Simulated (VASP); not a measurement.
# Sn (I4/mmm) in VASP: a series of runs

The runs below take Sn through single point, with PBEsol.

Everything below comes from runs of VASP 6.6.1. Logs are shortened: lines on timing, memory, paths and dates and some standing lists are left out, and cuts for length are marked.

### 1 The cell of the first run

It takes space group I4/mmm (No. 139, tetragonal). The conventional cell has a = 4.254 Å, b = 4.254 Å, c = 3.007 Å, α = 90.00°, β = 90.00°, γ = 90.00°. Sn (site symmetry 4/mmm) has 10 Sn at 3.01 to 3.36 Å within 4.0 Å.

### 2 Single point, PBEsol

Contents of INCAR:

```
PREC = Accurate ; ENCUT = 520
EDIFF = 1E-7 ; ISMEAR = 0
SIGMA = 0.15 ; LREAL = F
LASPH = T ; NELM = 80
ALGO = Fast ; ISIF = 2
LWAVE = F ; LCHARG = F
GGA = PS ; NBANDS = 13
```

Contents of KPOINTS:

```
regular mesh
0
Gamma
  20 20 20
```

Contents of POSCAR:

```
Sn
1.0
   -2.1267818233      2.1267818233      1.5036347491
    2.1267818233     -2.1267818233      1.5036347491
    2.1267818233      2.1267818233     -1.5036347491
Sn
1
Direct
    0.0000000000      0.0000000000      0.0000000000
```

Potentials or basis: VASP PAW PBE potentials, release 64 (Sn_d).

Run with:

```sh
cat potpaw_PBE.64/Sn_d/POTCAR > POTCAR
mpirun -np 1 vasp_std > vasp.out
```

OUTCAR:

```text
PREC = Accurate
   ENCUT = 520
   EDIFF = 1E-7
   ISMEAR = 0
   LREAL = F
   LASPH = T
   NELM = 80
   ISIF = 2
   GGA = PS

 ion  position               nearest neighbor table
   1  0.000  0.000  0.000-

  LATTYP: Found a body centered tetragonal cell.
 ALAT       =     4.2535636466
 C/A-ratio  =     0.7070000000

  Lattice vectors:

 A1 = (  -2.1267818233,   2.1267818233,   1.5036347491)
 A2 = (   2.1267818233,  -2.1267818233,   1.5036347491)
 A3 = (   2.1267818233,   2.1267818233,  -1.5036347491)

Analysis of symmetry for initial positions (statically):
=====================================================================
 Subroutine PRICEL returns:
 Original cell was already a primitive cell.

 Routine SETGRP: Setting up the symmetry group for a
 body centered tetragonal supercell.

 Subroutine GETGRP returns: Found 16 space group operations
 (whereof 16 operations were pure point group operations)
 out of a pool of 16 trial point group operations.

The static configuration has the point symmetry D_4h.

Analysis of symmetry for dynamics (positions and initial velocities):
=====================================================================
 Subroutine PRICEL returns:
 Original cell was already a primitive cell.

 Routine SETGRP: Setting up the symmetry group for a
 body centered tetragonal supercell.

 Subroutine GETGRP returns: Found 16 space group operations
 (whereof 16 operations were pure point group operations)
 out of a pool of 16 trial point group operations.

The dynamic configuration has the point symmetry D_4h.

 Subroutine INISYM returns: Found 16 space group operations
 (whereof 16 operations are pure point group operations),
 and found     1 'primitive' translations

----------------------------------------------------------------------------------------

                                     Primitive cell

  volume of cell :      27.2050

  direct lattice vectors                    reciprocal lattice vectors
    -2.126781823  2.126781823  1.503634749     0.000000000  0.235096988  0.332527564
     2.126781823 -2.126781823  1.503634749     0.235096988  0.000000000  0.332527564
     2.126781823  2.126781823 -1.503634749     0.235096988  0.235096988  0.000000000

  length of vectors
     3.362635768  3.362635768  3.362635768     0.407240929  0.407240929  0.332477348

  position of ions in fractional coordinates (direct lattice)
     0.000000000  0.000000000  0.000000000
[... 84 lines left out ...]
   POTIM  = 0.5000    time-step for ionic-motion
   TEBEG  =    0.0;   TEEND  =   0.0 temperature during run
   PSTRESS=    0.0 pullay stress
   NELECT =      14.0000    total number of electrons
   NUPDOWN=      -1.0000    fix difference up-down
   EMIN   =  10.00;   EMAX   =-10.00  energy-range for DOS
   EFERMI =   0.00;   METHOD = LEGACY
   ISMEAR =     0;   SIGMA  =   0.15  broadening in eV -4-tet -1-fermi 0-gaus
   EFERMI_NEDOS =   21; number of points for ismear=-14 and -15
   IALGO  =     68    algorithm
   IMIX   =      4    mixing-type and parameters
     AMIX     =   0.40;   BMIX     =  1.00
     AMIX_MAG =   1.60;   BMIX_MAG =  1.00
  volume/ion in A,a.u.               =      27.20       183.59
  Fermi-wavevector in a.u.,A,eV,Ry     =   1.311902  2.479136 23.416813  1.721087
  Thomas-Fermi vector in A             =   2.442332
   LORBIT       =      0    0 simple, 1 ext, 2 COOP (PROOUT), +10 PAW based schemes
   GGA     = PS    functional components
   LHFCALC =     F    Hartree Fock is set to
   AEXX    =    0.0000 exact exchange contribution
   IVDW    =     0    specifies the selected vdW correction
   LEPSILON=     F    determine dielectric tensor
   LRPA    =     F    only Hartree local field effects (RPA)
 non-spin polarized calculation
 RMM-DIIS sequential band-by-band and
 Gauss-broadening in eV      SIGMA  =   0.15
  energy-cutoff  :      520.00
  volume of cell :       27.20
 maximum number of plane-waves:       756
 NGX is ok and might be reduce to    28
   NGX = 13   NGY = 13   NGZ = 13

 number of electron      14.0000001 magnetization

 Free energy of the ion-electron system (eV)
  ---------------------------------------------------
  ext. energy  EPLUGINS =         0.00000000
  ---------------------------------------------------
  free energy    TOTEN  =        -4.17211883 eV

  energy without entropy =       -4.16605058  energy(sigma->0) =       -4.16908471

 E-fermi :   7.9277     XC(G=0): -10.4618

 val. band max:        7.9178001579   @ k =  -0.2500   0.2500   0.2000
 cond. band min:       7.9341961326   @ k =  -0.3000  -0.4500   0.1500
 fundamental gap:      0.0163959747
 Fermi energy:         7.9277069490

 k-point     1 :       0.0000    0.0000    0.0000
  band No.  band energies     occupation
      1     -13.6507      2.00000
      2     -13.5935      2.00000
      3     -13.4313      2.00000
      4     -13.4313      2.00000
      5     -13.3893      2.00000
      6      -3.3031      2.00000
      7      13.2220      0.00000
      8      13.2220      0.00000
      9      16.6475      0.00000
     10      17.4479      0.00000
     11      19.1234      0.00000
     12      21.9914      0.00000
     13      21.9914      0.00000
[... 354 lines left out ...]
  band No.  band energies     occupation
      1     -13.5738      2.00000
      2     -13.5204      2.00000
      3     -13.4209      2.00000
      4     -13.4075      2.00000
      5     -13.3900      2.00000
      6      -0.6566      2.00000
      7       8.9914      0.00000
      8      10.4480      0.00000
      9      11.8586      0.00000
     10      16.0494      0.00000
     11      17.2830      0.00000
     12      21.6487      0.00000
     13      22.7119      0.00000

 [... further k-points ...]

------------------------ aborting loop because EDIFF is reached ----------------------------------------

  FORCE on cell =-STRESS in cart. coord.  units (eV):
  Direction    XX          YY          ZZ          XY          YZ          ZX
  --------------------------------------------------------------------------------------
  -------------------------------------------------------------------------------------
  Total       -0.3690164     -0.3690164      0.9995684      0.0000000      0.0000000      0.0000000
  in kB      -21.7324185    -21.7324185     58.8674001      0.0000000      0.0000000      0.0000000
  external PRESSURE =       5.1341877 kB  Pullay stress =       0.0000000 kB

 VOLUME and BASIS-vectors are now :
 -----------------------------------------------------------------------------
  energy-cutoff  :      520.00
  volume of cell :       27.20
      direct lattice vectors                 reciprocal lattice vectors
    -2.126781823  2.126781823  1.503634749     0.000000000  0.235096988  0.332527564
     2.126781823 -2.126781823  1.503634749     0.235096988  0.000000000  0.332527564
     2.126781823  2.126781823 -1.503634749     0.235096988  0.235096988  0.000000000

 POSITION                                       TOTAL-FORCE (eV/Angst)
 -----------------------------------------------------------------------------------
      0.00000      0.00000      0.00000        -0.000000      0.000000      0.000000
 -----------------------------------------------------------------------------------
    total drift:                               -0.000000     -0.000000     -0.000000

  FREE ENERGIE OF THE ION-ELECTRON SYSTEM (eV)
  ---------------------------------------------------
  free  energy   TOTEN  =        -4.1721188345 eV

  energy  without entropy=       -4.1660505781  energy(sigma->0) =       -4.16908471
```

stdout:

```text
POSCAR found type information on POSCAR Sn
 POSCAR found :  1 types and       1 ions
 scaLAPACK will be used
 -----------------------------------------------------------------------------
|                                                                             |
|                                                                             |
[... 19 lines left out ...]
WARNING in EDDRMM: call to ZHEGV failed, returncode =   8  4     10
WARNING in EDDRMM: call to ZHEGV failed, returncode =   8  4     11
WARNING in EDDRMM: call to ZHEGV failed, returncode =   8  4     13
WARNING in EDDRMM: call to ZHEGV failed, returncode =   6  3     11
WARNING in EDDRMM: call to ZHEGV failed, returncode =   6  3     12
WARNING in EDDRMM: call to ZHEGV failed, returncode =   6  3     12
WARNING in EDDRMM: call to ZHEGV failed, returncode =   6  3     13
 num prob WARNING in EDDRMM: call to ZHEGV failed, returncode =   8  4     12
```

It took 3.3 min on 1 thread of Intel Xeon Platinum 8488C (Sapphire Rapids), shared host; peak memory 0.33 GiB.

What came out:

- Free energy: -4.1721 eV
- Pressure: 0.5 GPa
- Band gap on the k mesh: zero (bands 7 and 8 overlap by 8.02 eV)

Caveat: the stress differs along the axes, from -2 to 6 GPa; the PAW data sets were made with another functional, which shifts forces and pressure a little; spin-orbit coupling is left out, which moves the levels of the heavy elements.

### 3 Single point, PBEsol

Contents of INCAR:

```
PREC = Accurate
ENCUT = 520
EDIFF = 1E-6
ISMEAR = 0
SIGMA = 0.15
LREAL = False
LASPH = True
NELM = 80
ALGO = Fast
ISIF = 2
LWAVE = False
LCHARG = False
GGA = PS
NBANDS = 13
```

Contents of KPOINTS:

```
Automatic mesh
0
Gamma
  20 20 20
```

Contents of POSCAR:

```
Sn
1.0
   -2.0001217658      2.0001217658      1.7001035009
    2.0001217658     -2.0001217658      1.7001035009
    2.0001217658      2.0001217658     -1.7001035009
Sn
1
Direct
    0.0000000000      0.0000000000      0.0000000000
```

Potentials or basis: VASP PAW PBE potentials, release 64 (Sn_d).

Run with:

```sh
cat potpaw_PBE.64/Sn_d/POTCAR > POTCAR
mpirun -np 1 vasp_std > vasp.out
```

Wall time 3.4 min (1 thread of Intel Xeon Platinum 8488C (Sapphire Rapids), shared host); peak memory 0.33 GiB.

Results (log left out):

```yaml
Free_energy: -4.2373 eV
Pressure: -1.7 GPa
Band_gap_on_the_k_mesh: zero (bands 7 and 8 overlap by 9.26 eV)
```

Stress tensor (GPa, compression positive):
```
-1.85  0.00  0.00
 0.00 -1.85  0.00
 0.00  0.00 -1.54
```

Levels at points of the mesh, in eV from the Fermi level:
```csv
k point,band 5,band 6,band 7,band 8,band 9,band 10
"(0.00, 0.00, 0.00)",-21.28,-11.11,7.08,7.08,8.98,10.71
"(0.50, 0.00, 0.00)",-21.22,-5.95,-4.26,3.11,4.50,7.29
"(0.50, 0.50, 0.00)",-21.23,-7.15,-4.69,5.28,7.35,9.87
"(0.50, 0.50, 0.50)",-21.22,-3.14,-1.41,-1.41,1.86,3.15
```

Caveat: the PAW data sets were made with another functional, which shifts forces and pressure a little; spin-orbit coupling is left out, which moves the levels of the heavy elements.

### 4 Single point, PBEsol

Contents of INCAR:

```
  ALGO = Fast
  EDIFF = 1E-6
  ENCUT = 520
  GGA = PS
  ISIF = 2
  ISMEAR = 0
  LASPH = True
  LCHARG = False
  LREAL = False
  LWAVE = False
  NBANDS = 13
  NELM = 100
  PREC = Accurate
  SIGMA = 0.15
```

Contents of KPOINTS:

```
k-points
0
Gamma
  20 20 20
```

Contents of POSCAR:

```
Sn
1.0
   -2.0582488288      2.0582488288      1.6054340865
    2.0582488288     -2.0582488288      1.6054340865
    2.0582488288      2.0582488288     -1.6054340865
Sn
1
Direct
    0.0000000000      0.0000000000      0.0000000000
```

Run with:

```sh
cat potpaw_PBE.64/Sn_d/POTCAR > POTCAR
mpirun -np 1 vasp_std > vasp.out
```

Wall time 3.2 min (1 thread of Intel Xeon Platinum 8488C (Sapphire Rapids), shared host); peak memory 0.32 GiB.

The run converged. Its results:

| Property | Result |
| --- | --- |
| Free energy | -4.2261 eV |
| Pressure | -1.1 GPa |
| Band gap on the k mesh | zero (bands 7 and 8 overlap by 8.34 eV) |

Stress tensor (GPa, compression positive):
```
-1.98  0.00  0.00
 0.00 -1.98  0.00
 0.00  0.00  0.80
```

Levels at points of the mesh, in eV from the Fermi level:
```tsv
k point	band 3	band 4	band 5	band 6	band 7	band 8	band 9	band 10	band 11	band 12
(0.00, 0.00, 0.00)	-21.40	-21.40	-21.30	-11.16	6.29	6.29	9.73	9.86	10.75	12.94
(0.50, 0.00, 0.00)	-21.34	-21.26	-21.24	-5.61	-4.19	2.99	4.05	7.05	7.21	13.36
(0.50, 0.50, 0.00)	-21.39	-21.35	-21.25	-7.57	-4.82	6.46	8.07	11.10	11.35	11.72
(0.50, 0.50, 0.50)	-21.26	-21.26	-21.24	-3.84	-1.86	-1.86	2.82	3.35	6.92	19.27
```

Caveat: the PAW data sets were made with another functional, which shifts forces and pressure a little; spin-orbit coupling is left out, which moves the levels of the heavy elements.

### 5 Single point, PBEsol

Contents of INCAR:

```
SYSTEM = Sn
PREC = Accurate
ENCUT = 520
EDIFF = 1E-6
ISMEAR = 0
SIGMA = 0.15
LREAL = .FALSE.
LASPH = .TRUE.
NELM = 100
ALGO = Fast
ISIF = 2
LWAVE = .FALSE.
LCHARG = .TRUE.
GGA = PS
LELF = .TRUE.
LVHAR = .TRUE.
NBANDS = 13
```

Contents of KPOINTS:

```
Automatic mesh
0
G
  20 20 20
  0 0 0
```

Contents of POSCAR:

```
Sn
1.0
   -1.7359942956      1.7359942956      2.2567925842
    1.7359942956     -1.7359942956      2.2567925842
    1.7359942956      1.7359942956     -2.2567925842
Sn
1
Direct
    0.0000000000      0.0000000000      0.0000000000
```

Run with:

```sh
cat potpaw_PBE.64/Sn_d/POTCAR > POTCAR
mpirun -np 1 vasp_std > vasp.out
```

Wall time 3 min (1 thread of Intel Xeon Platinum 8488C (Sapphire Rapids), shared host); peak memory 0.33 GiB.

Results (log left out):

```yaml
Free_energy: -4.2353 eV
Pressure: -1.4 GPa
Band_gap_on_the_k_mesh: zero (bands 7 and 8 overlap by 9.72 eV)
```

Stress tensor (GPa, compression positive):
```
-1.36  0.00  0.00
 0.00 -1.36  0.00
 0.00  0.00 -1.57
```

Levels at points of the mesh, in eV from the Fermi level:
```tsv
k point	band 5	band 6	band 7	band 8	band 9	band 10
(0.00, 0.00, 0.00)	-21.37	-11.17	7.56	7.72	7.72	10.67
(0.50, 0.00, 0.00)	-21.31	-6.82	-4.66	5.06	6.23	9.59
(0.50, 0.50, 0.00)	-21.28	-5.34	-3.90	2.16	2.71	5.81
(0.50, 0.50, 0.50)	-21.29	-4.12	-3.11	1.32	1.32	4.58
```

Caveat: the PAW data sets were made with another functional, which shifts forces and pressure a little; spin-orbit coupling is left out, which moves the levels of the heavy elements.

### 6 Overview

```tsv
cell	further INCAR settings	gap on the mesh (eV)	pressure (GPa)
a = 3.363 Å, angles 101.5, 101.5, 126.9°, 1 atom	ALGO = Fast; EDIFF = 1e-07; NBANDS = 13	none	0.5
a = 3.300 Å, angles 105.4, 105.4, 118.0°, 1 atom	ALGO = Fast; EDIFF = 1e-06; NBANDS = 13	none	-1.7
a = 3.324 Å, angles 103.5, 103.5, 122.2°, 1 atom	ALGO = Fast; EDIFF = 1e-06; NBANDS = 13	none	-1.1
a = 3.335 Å, angles 117.3, 117.3, 94.8°, 1 atom	ALGO = Fast; EDIFF = 1e-06; NBANDS = 13	none	-1.4
```

Alike in all rows: task single point; level PBEsol; potentials or basis VASP PAW PBE potentials, release 64 (Sn_d); no spin polarisation; k mesh 20 × 20 × 20; cutoff (eV) 520; smearing gaussian 0.15 eV.

Caveats: the PAW data sets were made with another functional, which shifts forces and pressure a little; spin-orbit coupling is left out, which moves the levels of the heavy elements; the stress differs along the axes, from -2 to 6 GPa (at least some runs).

Absolute energies hang on the potentials; compare differences alone.

The gap in the log of VASP goes by the Fermi energy; the results here count the filled bands.